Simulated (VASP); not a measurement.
# HfN (Pm-3m) in VASP: further runs

HfN is run at these levels: r2SCAN+rVV10, LDA+U, r2SCAN+U; tasks: single point.

All numbers are computed with VASP 6.6.1; they aren't measurements. Logs are shortened: lines on timing, memory, paths and dates and some standing lists are left out, and cuts for length are marked.

## Step 1: The cell of the first run

The structure is cubic, space group Pm-3m (No. 221). Conventional cell: a = 2.797 Å, b = 2.797 Å, c = 2.797 Å, α = 90.00°, β = 90.00°, γ = 90.00°. Hf (site symmetry m-3m) has 8 N at 2.42 Å and 6 Hf at 2.80 Å within 3.2 Å. Within 3.2 Å of N (site symmetry m-3m) lie 8 Hf at 2.42 Å and 6 N at 2.80 Å.

## Step 2: Single point, r2SCAN+rVV10

POSCAR reads:

```
HfN
1.0
    2.7969104421      0.0000000000      0.0000000000
    0.0000000000      2.7969104421      0.0000000000
    0.0000000000      0.0000000000      2.7969104421
Hf N
1 1
Direct
    0.5000000000      0.5000000000      0.5000000000
    0.0000000000      0.0000000000      0.0000000000
```

INCAR.step1 reads:

```
SYSTEM = HfN
ALGO = Normal ; EDIFF = 1E-4
ENCUT = 520 ; GGA = PE
ISMEAR = -1 ; LASPH = .TRUE.
LCHARG = .FALSE. ; LREAL = .FALSE.
LWAVE = .TRUE. ; NBANDS = 14
NELM = 100 ; PREC = Accurate
SIGMA = 0.05
```

INCAR.step2 reads:

```
SYSTEM = HfN
ALGO = Normal ; BPARAM = 11.95
CPARAM = 0.0093 ; EDIFF = 1E-7
ENCUT = 520 ; ISIF = 2
ISMEAR = -1 ; ISTART = 1
IVDW_NL = 2 ; LASPH = .TRUE.
LCHARG = .TRUE. ; LELF = .TRUE.
LMIXTAU = .TRUE. ; LREAL = .FALSE.
LUSE_VDW = .TRUE. ; LVHAR = .TRUE.
LWAVE = .FALSE. ; METAGGA = R2SCAN
NBANDS = 14 ; NELM = 100
PREC = Accurate ; SIGMA = 0.05
```

KPOINTS reads:

```
k-points
0
G
  9 9 9
  0 0 0
```

Potentials or basis: VASP PAW PBE potentials, release 64 (Hf_pv, N).

On the command line:

```console
cat potpaw_PBE.64/Hf_pv/POTCAR potpaw_PBE.64/N/POTCAR > POTCAR
cp INCAR.step1 INCAR
mpirun -np 1 vasp_std > vasp.out
cp INCAR.step2 INCAR
mpirun -np 1 vasp_std > vasp.out
```

OUTCAR:

```text
SYSTEM = HfN
   BPARAM = 11.95
   EDIFF = 1E-7
   ENCUT = 520
   ISIF = 2
   ISMEAR = -1
   ISTART = 1
   IVDW_NL = 2
   LASPH = .TRUE.
   LREAL = .FALSE.
   METAGGA = R2SCAN
   NELM = 100
   PREC = Accurate

 ion  position               nearest neighbor table
   1  0.500  0.500  0.500-   2 2.42   2 2.42   2 2.42   2 2.42   2 2.42   2 2.42   2 2.42   2 2.42

   2  0.000  0.000  0.000-   1 2.42   1 2.42   1 2.42   1 2.42   1 2.42   1 2.42   1 2.42   1 2.42

  LATTYP: Found a simple cubic cell.
 ALAT       =     2.7969104421

  Lattice vectors:

 A1 = (   2.7969104421,   0.0000000000,   0.0000000000)
 A2 = (   0.0000000000,   2.7969104421,   0.0000000000)
 A3 = (   0.0000000000,   0.0000000000,   2.7969104421)

Analysis of symmetry for initial positions (statically):
=====================================================================
 Subroutine PRICEL returns:
 Original cell was already a primitive cell.

 Routine SETGRP: Setting up the symmetry group for a
 simple cubic supercell.

 Subroutine GETGRP returns: Found 48 space group operations
 (whereof 48 operations were pure point group operations)
 out of a pool of 48 trial point group operations.

The static configuration has the point symmetry O_h .

Analysis of symmetry for dynamics (positions and initial velocities):
=====================================================================
 Subroutine PRICEL returns:
 Original cell was already a primitive cell.

 Routine SETGRP: Setting up the symmetry group for a
 simple cubic supercell.

 Subroutine GETGRP returns: Found 48 space group operations
 (whereof 48 operations were pure point group operations)
 out of a pool of 48 trial point group operations.

The dynamic configuration has the point symmetry O_h .

 Subroutine INISYM returns: Found 48 space group operations
 (whereof 48 operations are pure point group operations),
 and found     1 'primitive' translations

----------------------------------------------------------------------------------------

                                     Primitive cell

  volume of cell :      21.8794

  direct lattice vectors                    reciprocal lattice vectors
     2.796910442  0.000000000  0.000000000     0.357537369  0.000000000  0.000000000
     0.000000000  2.796910442  0.000000000     0.000000000  0.357537369  0.000000000
     0.000000000  0.000000000  2.796910442     0.000000000  0.000000000  0.357537369

  length of vectors
     2.796910442  2.796910442  2.796910442     0.357537369  0.357537369  0.357537369

  position of ions in fractional coordinates (direct lattice)
     0.500000000  0.500000000  0.500000000
     0.000000000  0.000000000  0.000000000

  ion indices of the primitive-cell ions
   primitive index   ion index
                 1           1
                 2           2

----------------------------------------------------------------------------------------

 KPOINTS: k-points

Automatic generation of k-mesh.
 Grid dimensions read from file:
 generate k-points for:    9    9    9

 Generating k-lattice:

  Cartesian coordinates                     Fractional coordinates (reciprocal lattice)
     0.039726374  0.000000000  0.000000000     0.111111111  0.000000000  0.000000000
     0.000000000  0.039726374  0.000000000     0.000000000  0.111111111  0.000000000
     0.000000000  0.000000000  0.039726374     0.000000000  0.000000000  0.111111111

  Length of vectors
     0.039726374  0.039726374  0.039726374

  Shift w.r.t. Gamma in fractional coordinates (k-lattice)
     0.000000000  0.000000000  0.000000000

 Subroutine IBZKPT returns following result:
 ===========================================

 Found     35 irreducible k-points:

 Following reciprocal coordinates:
            Coordinates               Weight
  0.000000  0.000000  0.000000      1.000000
  0.111111  0.000000  0.000000      6.000000
  0.222222  0.000000  0.000000      6.000000
  0.333333  0.000000  0.000000      6.000000
  0.444444  0.000000  0.000000      6.000000
  0.111111  0.111111  0.000000     12.000000
[... 16 lines left out ...]
  0.333333  0.333333  0.111111     24.000000
  0.444444  0.333333  0.111111     48.000000
 [... further k-points ...]
   k-points           NKPTS =     35   k-points in BZ     NKDIM =     35   number of bands    NBANDS=     14
   number of dos      NEDOS =    301   number of ions     NIONS =      2
   total plane-waves  NPLWV =  13824
   dimension x,y,z NGX =    24 NGY =   24 NGZ =   24
   dimension x,y,z NGXF=    48 NGYF=   48 NGZF=   48
   ions per type =               1   1
   NGX,Y,Z   is equivalent  to a cutoff of  14.27, 14.27, 14.27 a.u.
   NGXF,Y,Z  is equivalent  to a cutoff of  28.53, 28.53, 28.53 a.u.
 SYSTEM =  HfN
   PREC   = accura    normal or accurate (medium, high low for compatibility)
   ISTART =      1    job   : 0-new  1-cont  2-samecut
   ICHARG =      0    charge: 1-file 2-atom 10-const
   ISPIN  =      1    spin polarized calculation?
   LNONCOLLINEAR =      F non collinear calculations
   LSORBIT =      F    spin-orbit coupling
   LASPH  =      T    aspherical Exc in radial PAW
   ENCUT  =  520.0 eV  38.22 Ry    6.18 a.u.   5.20  5.20  5.20*2*pi/ulx,y,z
   NELM   =    100;   NELMIN=  2; NELMDL=  0     # of ELM steps
   EDIFF  = 0.1E-06   stopping-criterion for ELM
   LREAL  =      F    real-space projection
   EDIFFG = 0.1E-05   stopping-criterion for IOM
   NSW    =      0    number of steps for IOM
   IBRION =     -1    ionic relax: 0-MD 1-quasi-New 2-CG
   NFREE  =      0    steps in history (QN), initial steepest desc. (CG)
   ISIF   =      2    stress and relaxation
   ISYM   =      2    0-nonsym 1-usesym 2-fastsym
   POTIM  = 0.5000    time-step for ionic-motion
   TEBEG  =    0.0;   TEEND  =   0.0 temperature during run
   PSTRESS=    0.0 pullay stress
   NELECT =      15.0000    total number of electrons
   NUPDOWN=      -1.0000    fix difference up-down
   EMIN   =  10.00;   EMAX   =-10.00  energy-range for DOS
   EFERMI =   0.00;   METHOD = LEGACY
   ISMEAR =    -1;   SIGMA  =   0.05  broadening in eV -4-tet -1-fermi 0-gaus
   EFERMI_NEDOS =   21; number of points for ismear=-14 and -15
   IALGO  =     38    algorithm
   IMIX   =      4    mixing-type and parameters
     AMIX     =   0.40;   BMIX     =  1.00
     AMIX_MAG =   1.60;   BMIX_MAG =  1.00
  volume/ion in A,a.u.               =      10.94        73.82
  Fermi-wavevector in a.u.,A,eV,Ry     =   1.443533  2.727882 28.351647  2.083787
  Thomas-Fermi vector in A             =   2.561930
   LORBIT       =      0    0 simple, 1 ext, 2 COOP (PROOUT), +10 PAW based schemes
   METAGGA = R2SCAN    functional components
   LHFCALC =     F    Hartree Fock is set to
   AEXX    =    0.0000 exact exchange contribution
   IVDW_NL    =     2    kernel type
   BPARAM     =11.9500
   IVDW    =     0    specifies the selected vdW correction
   LEPSILON=     F    determine dielectric tensor
   LRPA    =     F    only Hartree local field effects (RPA)
 non-spin polarized calculation
  energy-cutoff  :      520.00
  volume of cell :       21.88
 maximum number of plane-waves:       619
 NGX is ok and might be reduce to    24
   NGX = 11   NGY = 11   NGZ = 11

 number of electron      15.0000004 magnetization

 Free energy of the ion-electron system (eV)
  ---------------------------------------------------
  ext. energy  EPLUGINS =         0.00000000
  ---------------------------------------------------
  free energy    TOTEN  =       -55.95804477 eV

  energy without entropy =      -55.94818740  energy(sigma->0) =      -55.95311609

 E-fermi :   7.7026     XC(G=0): -13.9725

 val. band max:        7.6488142575   @ k =   0.1111   0.1111   0.0000
 cond. band min:       7.7811102618   @ k =   0.4444   0.2222   0.1111
 fundamental gap:      0.1322960043
 Fermi energy:         7.7026203478

 k-point     1 :       0.0000    0.0000    0.0000
  band No.  band energies     occupation
      1     -23.6672      2.00000
      2     -23.6672      2.00000
      3     -23.6672      2.00000
      4      -9.6345      2.00000
      5       5.1124      2.00000
      6       5.1124      2.00000
      7       6.4130      2.00000
      8       6.4130      2.00000
      9       6.4130      2.00000
     10      11.8848      0.00000
     11      14.4268      0.00000
     12      14.4268      0.00000
     13      14.4268      0.00000
     14      19.6214      0.00000

 k-point     2 :       0.1111    0.0000    0.0000
  band No.  band energies     occupation
      1     -23.8576      2.00000
      2     -23.6507      2.00000
      3     -23.6507      2.00000
      4      -9.3849      2.00000
      5       4.3353      2.00000
      6       5.2384      2.00000
      7       6.2068      2.00000
      8       6.2068      2.00000
      9       6.9580      2.00000
     10      12.6722      0.00000
     11      14.4967      0.00000
     12      14.4967      0.00000
     13      14.4984      0.00000
     14      19.6214      0.00000

 k-point     3 :       0.2222    0.0000    0.0000
  band No.  band energies     occupation
      1     -24.3151      2.00000
      2     -23.6086      2.00000
      3     -23.6086      2.00000
      4      -8.7273      2.00000
      5       2.5910      2.00000
      6       5.5793      2.00000
      7       5.7016      2.00000
      8       5.7016      2.00000
      9       8.7458      0.00000
     10      14.2103      0.00000
     11      14.6856      0.00000
     12      14.7220      0.00000
     13      14.7220      0.00000
     14      19.6215      0.00000

 k-point     4 :       0.3333    0.0000    0.0000
  band No.  band energies     occupation
      1     -24.7985      2.00000
      2     -23.5602      2.00000
      3     -23.5602      2.00000
      4      -7.8873      2.00000
      5       0.8391      2.00000
      6       5.1561      2.00000
      7       5.1561      2.00000
      8       6.0147      2.00000
      9      11.3211      0.00000
     10      14.9096      0.00000
     11      15.0617      0.00000
     12      15.0617      0.00000
     13      15.7798      0.00000
     14      19.6215      0.00000

 k-point     5 :       0.4444    0.0000    0.0000
  band No.  band energies     occupation
      1     -25.0962      2.00000
      2     -23.5284      2.00000
      3     -23.5284      2.00000
      4      -7.2285      2.00000
      5      -0.3116      2.00000
      6       4.8154      2.00000
      7       4.8154      2.00000
      8       6.3347      2.00000
      9      13.4442      0.00000
     10      15.0631      0.00000
     11      15.3374      0.00000
[... 276 lines left out ...]
 k-point    22 :       0.4444    0.2222    0.1111
  band No.  band energies     occupation
      1     -24.9510      2.00000
      2     -24.0875      2.00000
      3     -23.6400      2.00000
      4      -7.3646      2.00000
      5       1.1085      2.00000
      6       3.4322      2.00000
      7       5.5657      2.00000
      8       7.7811      0.34449
      9      11.6061      0.00000
     10      12.1241      0.00000
     11      14.3247      0.00000
     12      14.7678      0.00000
     13      19.0095      0.00000
     14      19.6215      0.00000

 k-point    23 :       0.3333    0.3333    0.1111
  band No.  band energies     occupation
      1     -24.6134      2.00000
      2     -24.5459      2.00000
      3     -23.6259      2.00000
      4      -7.5289      2.00000
      5       2.0026      2.00000
      6       3.2404      2.00000
      7       5.3036      2.00000
      8       8.0835      0.00098
      9      11.6121      0.00000
     10      11.8111      0.00000
     11      13.7553      0.00000
     12      13.9142      0.00000
     13      17.8450      0.00000
     14      19.6215      0.00000

 k-point    24 :       0.4444    0.3333    0.1111
  band No.  band energies     occupation
      1     -24.8567      2.00000
      2     -24.5220      2.00000
      3     -23.5944      2.00000
      4      -7.4722      2.00000
      5       2.0031      2.00000
      6       3.0424      2.00000
      7       5.6767      2.00000
      8       7.7942      0.27625
      9      11.2023      0.00000
     10      11.6861      0.00000
     11      13.6039      0.00000
     12      14.9367      0.00000
     13      19.4067      0.00000
     14      19.6216      0.00000

 [... further k-points ...]

------------------------ aborting loop because EDIFF is reached ----------------------------------------

  FORCE on cell =-STRESS in cart. coord.  units (eV):
  Direction    XX          YY          ZZ          XY          YZ          ZX
  --------------------------------------------------------------------------------------
  -------------------------------------------------------------------------------------
  Total       -0.2808364     -0.2808364     -0.2808364      0.0000000      0.0000000     -0.0000000
  in kB      -20.5649812    -20.5649812    -20.5649812      0.0000000      0.0000000     -0.0000000
  external PRESSURE =     -20.5649812 kB  Pullay stress =       0.0000000 kB

 VOLUME and BASIS-vectors are now :
 -----------------------------------------------------------------------------
  energy-cutoff  :      520.00
  volume of cell :       21.88
      direct lattice vectors                 reciprocal lattice vectors
     2.796910442  0.000000000  0.000000000     0.357537369  0.000000000  0.000000000
     0.000000000  2.796910442  0.000000000     0.000000000  0.357537369  0.000000000
     0.000000000  0.000000000  2.796910442     0.000000000  0.000000000  0.357537369

 POSITION                                       TOTAL-FORCE (eV/Angst)
 -----------------------------------------------------------------------------------
      1.39846      1.39846      1.39846         0.000000      0.000000      0.000000
      0.00000      0.00000      0.00000         0.000000      0.000000      0.000000
 -----------------------------------------------------------------------------------
    total drift:                                0.000000     -0.000000     -0.000000

  FREE ENERGIE OF THE ION-ELECTRON SYSTEM (eV)
  ---------------------------------------------------
  free  energy   TOTEN  =       -55.9580447742 eV

  energy  without entropy=      -55.9481874000  energy(sigma->0) =      -55.95311609
```

It took 24 s on 1 thread of Intel Xeon 6975P-C (Granite Rapids), shared host; peak memory 0.22 GiB.

Results:

```yaml
Free_energy: -55.9580 eV
Pressure: -2.1 GPa
Band_gap_on_the_k_mesh: zero (an odd number of electrons rules out a gap without spin polarisation)
```

Caveat: the PAW data sets were made with another functional, which shifts forces and pressure a little; spin-orbit coupling is left out, which moves the levels of the heavy elements.

(Continued in part 2 of 2.)
